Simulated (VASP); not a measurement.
# MoS2 (P-6m2) in VASP: relaxation of cell and atoms with PBE+D3(BJ)

Aim: the relaxation of cell and atoms of MoS2 with PBE+D3(BJ).

Everything below comes from runs of VASP 6.6.1. Logs are shortened: lines on timing, memory, paths and dates and some standing lists are left out, and cuts for length are marked.

## 1. The cell of the first run

It takes space group P-6m2 (No. 187, hexagonal). The conventional cell has a = 3.149 Å, b = 3.149 Å, c = 6.694 Å, α = 90.00°, β = 90.00°, γ = 120.00°. Within 3.2 Å of Mo (site symmetry -6m2) lie 6 S at 2.40 Å and 6 Mo at 3.15 Å. Within 3.2 Å of S (site symmetry 3m) lie 3 Mo at 2.40 Å and 7 S at 3.14 to 3.15 Å.

## 2. Relaxation of cell and atoms, PBE+D3(BJ)

INCAR

```
  PREC = Accurate
  ENCUT = 600
  EDIFF = 1E-6
  ISMEAR = 0
  SIGMA = 0.02
  LREAL = F
  LASPH = T
  NELM = 80
  ALGO = Normal
  ISIF = 3
  LWAVE = F
  LCHARG = F
  GGA = PE
  IVDW = 12
  IBRION = 2
  NSW = 100
  EDIFFG = -0.005
```

KPOINTS

```
Automatic mesh
0
Gamma
  12 12 4
```

POSCAR

```
MoS2
1.0
    3.1487160526      0.0000000000      0.0000000000
   -1.5743580263      2.7268680908      0.0000000000
    0.0000000000      0.0000000000      6.6942728884
Mo S
1 2
Direct
    0.0000000000      0.0000000000      0.0000000000
    0.3333333333      0.6666666667      0.2341766442
    0.3333333333      0.6666666667      0.7658233558
```

Potentials or basis: VASP PAW PBE potentials, release 64 (Mo_sv, S).

Started as:

```
> cat potpaw_PBE.64/Mo_sv/POTCAR potpaw_PBE.64/S/POTCAR > POTCAR
> mpirun -np 1 vasp_std > vasp.out
```

OUTCAR:

```text
PREC = Accurate
   ENCUT = 600
   EDIFF = 1E-6
   ISMEAR = 0
   LREAL = F
   LASPH = T
   NELM = 80
   ISIF = 3
   GGA = PE
   IVDW = 12
   IBRION = 2
   NSW = 100
   EDIFFG = -0.005
 IVDW          = 12

 ion  position               nearest neighbor table
   1  0.000  0.000  0.000-   2 2.40   3 2.40   2 2.40   3 2.40   2 2.40   3 2.40
   2  0.333  0.667  0.234-   1 2.40   1 2.40   1 2.40
   3  0.333  0.667  0.766-   1 2.40   1 2.40   1 2.40

  LATTYP: Found a hexagonal cell.
 ALAT       =     3.1487160526
 C/A-ratio  =     2.1260325722

  Lattice vectors:

 A1 = (   3.1487160526,   0.0000000000,   0.0000000000)
 A2 = (  -1.5743580263,   2.7268680908,   0.0000000000)
 A3 = (   0.0000000000,   0.0000000000,   6.6942728884)

Analysis of symmetry for initial positions (statically):
=====================================================================
 Subroutine PRICEL returns:
 Original cell was already a primitive cell.

 Routine SETGRP: Setting up the symmetry group for a
 hexagonal supercell.

 Subroutine GETGRP returns: Found 12 space group operations
 (whereof 12 operations were pure point group operations)
 out of a pool of 24 trial point group operations.

The static configuration has the point symmetry D_3h.

Analysis of symmetry for dynamics (positions and initial velocities):
=====================================================================
 Subroutine PRICEL returns:
 Original cell was already a primitive cell.

 Routine SETGRP: Setting up the symmetry group for a
 hexagonal supercell.

 Subroutine GETGRP returns: Found 12 space group operations
 (whereof 12 operations were pure point group operations)
 out of a pool of 24 trial point group operations.

The dynamic configuration has the point symmetry D_3h.

 Subroutine INISYM returns: Found 12 space group operations
 (whereof 12 operations are pure point group operations),
 and found     1 'primitive' translations

----------------------------------------------------------------------------------------

                                     Primitive cell

  volume of cell :      57.4779

  direct lattice vectors                    reciprocal lattice vectors
     3.148716053  0.000000000  0.000000000     0.317589768  0.183360538  0.000000000
    -1.574358026  2.726868091  0.000000000     0.000000000  0.366721076  0.000000000
     0.000000000  0.000000000  6.694272888     0.000000000  0.000000000  0.149381422

  length of vectors
     3.148716053  3.148716053  6.694272888     0.366721076  0.366721076  0.149381422

[... 81 lines left out ...]
   NELM   =     80;   NELMIN=  2; NELMDL= -5     # of ELM steps
   EDIFF  = 0.1E-05   stopping-criterion for ELM
   LREAL  =      F    real-space projection
   EDIFFG = -.5E-02   stopping-criterion for IOM
   NSW    =    100    number of steps for IOM
   IBRION =      2    ionic relax: 0-MD 1-quasi-New 2-CG
   NFREE  =      1    steps in history (QN), initial steepest desc. (CG)
   ISIF   =      3    stress and relaxation
   ISYM   =      2    0-nonsym 1-usesym 2-fastsym
   POTIM  = 0.5000    time-step for ionic-motion
   TEBEG  =    0.0;   TEEND  =   0.0 temperature during run
   PSTRESS=    0.0 pullay stress
   NELECT =      26.0000    total number of electrons
   NUPDOWN=      -1.0000    fix difference up-down
   EMIN   =  10.00;   EMAX   =-10.00  energy-range for DOS
   EFERMI =   0.00;   METHOD = LEGACY
   ISMEAR =     0;   SIGMA  =   0.02  broadening in eV -4-tet -1-fermi 0-gaus
   EFERMI_NEDOS =   21; number of points for ismear=-14 and -15
   IALGO  =     38    algorithm
   IMIX   =      4    mixing-type and parameters
     AMIX     =   0.40;   BMIX     =  1.00
     AMIX_MAG =   1.60;   BMIX_MAG =  1.00
  volume/ion in A,a.u.               =      19.16       129.29
  Fermi-wavevector in a.u.,A,eV,Ry     =   1.256702  2.374822 21.487676  1.579300
  Thomas-Fermi vector in A             =   2.390397
   LORBIT       =      0    0 simple, 1 ext, 2 COOP (PROOUT), +10 PAW based schemes
   GGA     = PE    functional components
   LHFCALC =     F    Hartree Fock is set to
   AEXX    =    0.0000 exact exchange contribution
   IVDW    =    12    specifies the selected vdW correction
   LEPSILON=     F    determine dielectric tensor
   LRPA    =     F    only Hartree local field effects (RPA)
 conjugate gradient relaxation of ions
 non-spin polarized calculation
 Gauss-broadening in eV      SIGMA  =   0.02
  energy-cutoff  :      600.00
  volume of cell :       57.48
 maximum number of plane-waves:      1983
 NGX is ok and might be reduce to    28
   NGX = 13   NGY = 13   NGZ = 27

--------------------------------------- Ionic step        1  -------------------------------------------

 number of electron      26.0000002 magnetization

 Free energy of the ion-electron system (eV)
  ---------------------------------------------------
  ext. energy  EPLUGINS =         0.00000000
  ---------------------------------------------------
  free energy    TOTEN  =       -21.80488113 eV

  energy without entropy =      -21.80488113  energy(sigma->0) =      -21.80488113

------------------------ aborting loop because EDIFF is reached ----------------------------------------

 Edisp (eV)   -1.18587

 E8    (eV) :    -0.4792
[... 108 lines left out ...]
  FREE ENERGIE OF THE ION-ELECTRON SYSTEM (eV)
  ---------------------------------------------------
  free  energy   TOTEN  =       -22.9908626938 eV

  energy  without entropy=      -22.9908626938  energy(sigma->0) =      -22.99086269

[... ionic steps 4 to 14 ...]

--------------------------------------- Ionic step       15  -------------------------------------------

 number of electron      25.9999999 magnetization

------------------------ aborting loop because EDIFF is reached ----------------------------------------
[... 77 lines left out ...]
--------------------------------------- Ionic step       17  -------------------------------------------

 number of electron      25.9999999 magnetization

 Free energy of the ion-electron system (eV)
  ---------------------------------------------------
  ext. energy  EPLUGINS =         0.00000000
  ---------------------------------------------------
  free energy    TOTEN  =       -21.79643114 eV

  energy without entropy =      -21.79643114  energy(sigma->0) =      -21.79643114

 E-fermi :   6.7097     XC(G=0): -10.3135

 val. band max:        6.5112442026   @ k =   0.0000   0.0000   0.5000
 cond. band min:       7.7201274868   @ k =   0.1667   0.1667   0.0000
 fundamental gap:      1.2088832842
 Fermi energy:         6.7097378437

 k-point     1 :       0.0000    0.0000    0.0000
  band No.  band energies     occupation
      1     -54.7478      2.00000
      2     -28.9153      2.00000
      3     -28.6680      2.00000
      4     -28.6680      2.00000
      5      -8.1738      2.00000
      6      -6.7100      2.00000
[... 457 lines left out ...]
      4     -28.7397      2.00000
      5      -6.7482      2.00000
      6      -6.2346      2.00000
[... 9 lines left out ...]
     16       9.6410      0.00000
     17      10.2542      0.00000

 [... further k-points ...]

------------------------ aborting loop because EDIFF is reached ----------------------------------------

 Edisp (eV)   -1.19490

 E8    (eV) :    -0.4826
[... 26 lines left out ...]
  FREE ENERGIE OF THE ION-ELECTRON SYSTEM (eV)
  ---------------------------------------------------
  free  energy   TOTEN  =       -22.9913355021 eV

  energy  without entropy=      -22.9913355021  energy(sigma->0) =      -22.99133550

 reached required accuracy - stopping structural energy minimisation
```

OSZICAR:

```text
N       E                     dE             d eps       ncg     rms          rms(c)
DAV:   1     0.205237227070E+03    0.20524E+03   -0.14675E+04  1946   0.160E+03
DAV:   2    -0.155041228211E+02   -0.22074E+03   -0.21723E+03  2501   0.369E+02
DAV:   3    -0.231602212364E+02   -0.76561E+01   -0.75947E+01  2389   0.666E+01
[... 118 lines left out ...]
DAV:   1    -0.217964478366E+02    0.59220E-04   -0.14464E-05  1964   0.391E-02    0.825E-03
DAV:   2    -0.217964474189E+02    0.41767E-06   -0.29013E-06  1456   0.141E-02
  16 F= -.22991335E+02 E0= -.22991335E+02  d E =-.823876E-05
       N       E                     dE             d eps       ncg     rms          rms(c)
DAV:   1    -0.217964311983E+02    0.16638E-04   -0.20315E-06  1065   0.136E-02    0.297E-03
DAV:   2    -0.217964311389E+02    0.59472E-07   -0.59385E-07   969   0.657E-03
  17 F= -.22991336E+02 E0= -.22991336E+02  d E =-.833331E-05
```

Run time: 4.4 min. Hardware: 1 thread of AMD EPYC 9R45 (Zen 5), shared host; peak memory 0.23 GiB.

What came out:

* Free energy: -22.9913 eV
* Relaxed volume: 19.00 Å³/atom
* Relaxed cell: a = 3.149 Å, b = 3.149 Å, c = 6.636 Å, α = 90.00°, β = 90.00°, γ = 120.00°
* Space group after relaxing (to 0.1 Å): P-6m2 (No. 187)
* Energy gained by relaxing: 0.2 meV/atom
* Ionic steps: 17
* Pressure after relaxing: 0.0 GPa
* Band gap on the k mesh: 1.21 eV (least direct gap 1.76 eV)
* Dispersion energy per atom: -0.398 eV

The path:
```csv
step,energy change (eV),largest force (eV/Å),pressure (GPa),volume (Å³)
1,0.0000,0.0091,-0.20,57.48
2,0.0000,0.0843,0.36,57.28
3,-0.0001,0.0329,0.06,57.39
4,-0.0002,0.0318,0.00,57.37
5,-0.0003,0.0305,-0.16,57.32
6,-0.0003,0.0314,-0.12,57.34
7,-0.0004,0.0259,-0.12,57.30
8,-0.0005,0.0107,-0.13,57.17
9,-0.0005,0.0203,-0.08,56.93
10,-0.0006,0.0066,-0.08,57.02
11,-0.0006,0.0084,0.05,56.97
12,-0.0006,0.0032,0.03,56.99
13,-0.0006,0.0007,0.03,57.00
14,-0.0006,0.0037,-0.03,57.01
15,-0.0006,0.0008,-0.03,57.00
16,-0.0006,0.0002,-0.02,57.00
17,-0.0006,0.0006,-0.02,57.00
```

Final structure:
```yaml
crystal:
  lattice:
    - [3.14927, 0.00000, 0.00000]
    - [-1.57463, 2.72735, 0.00000]
    - [0.00000, 0.00000, 6.63580]
  atoms:
    - { symbol: Mo, position: [0.00000, 0.00000, 0.00000] }
    - { symbol: S, position: [0.33333, 0.66667, 0.23598] }
    - { symbol: S, position: [0.33333, 0.66667, 0.76402] }
```

A k mesh can miss the band edges.
